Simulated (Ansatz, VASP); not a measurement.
## Two plane-wave programs on Si3N2

Contents of INCAR:

```
SYSTEM = Si3N2
ALGO = Normal
EDIFF = 1E-7
EDIFFG = -0.04
ENCUT = 600
GGA = PE
IBRION = 2
ISIF = 3
ISMEAR = 0
LASPH = .TRUE.
LCHARG = .FALSE.
LREAL = .FALSE.
LWAVE = .FALSE.
NELM = 60
NSW = 90
PREC = Accurate
SIGMA = 0.1
```

The input KPOINTS:

```
k-points
0
G
  6 6 4
  0 0 0
```

POSCAR

```
Si3N2
1.0
    3.0863701900      0.0000000000      0.0000000000
    0.0000000000      3.0863701900      0.0000000000
    0.0000000000      0.0000000000      6.6788576700
Si N
3 2
Direct
    0.5000000000      0.0000000000      0.2599174800
    0.0000000000      0.5000000000      0.2599174800
    0.5000000000      0.5000000000      0.3043287500
    0.5000000000      0.0000000000      0.8515719000
    0.0000000000      0.5000000000      0.8515719000
```

Input for Ansatz:

```yaml
crystal:
  lattice:
    - [3.08637019, 0.0, 0.0]
    - [0.0, 3.08637019, 0.0]
    - [0.0, 0.0, 6.67885767]
  atoms:
    - { symbol: Si, position: [0.5, 0.0, 0.25991748] }
    - { symbol: Si, position: [0.0, 0.5, 0.25991748] }
    - { symbol: Si, position: [0.5, 0.5, 0.30432875] }
    - { symbol: "N", position: [0.5, 0.0, 0.8515719] }
    - { symbol: "N", position: [0.0, 0.5, 0.8515719] }
basis:
  ecutwfc: 420
kpoints:
  mp_grid: { grid: [6, 6, 4] }
hamiltonian:
  xc: pbe
scf:
  occupations: { method: gaussian, width: 0.1 }
  lower_state_search: "off"
output:
  forces: true
  stress: true
  eigenvalues: true
relax:
  adjacent_minimum: "off"
  f_tol: 0.04
  max_steps: 70
  cell: { stress_tol: 0.4 }
```

Alike in both runs: task relaxation of cell and atoms; functional PBE; k mesh 6 × 6 × 4; occupations gaussian, width 0.1 eV; no spin polarisation.

```csv
,VASP,Ansatz
version,VASP 6.6.1,Ansatz 0.2.0
potentials or method,"VASP PAW PBE potentials, release 64 (Si, N), cutoff 600 eV","scalar-relativistic, plane waves, PAW"
valence electrons in the cell,22,22
```

VASP gave:

| Item | Value |
| --- | --- |
| gap on the k mesh at the Fermi level, each at its own relaxed structure (eV) | none |
| relaxed volume (Å³/atom) | 12.14 |
| relaxed cell length with the largest relative difference (Å) | 4.704 |

Problem. What did Ansatz give for the same quantities?

Solution. gap on the k mesh at the Fermi level, each at its own relaxed structure (eV): none; relaxed volume (Å³/atom): 12.16; relaxed cell length with the largest relative difference (Å): 4.709.

A gap of «none» marks a metal or a gap that the smearing closes.
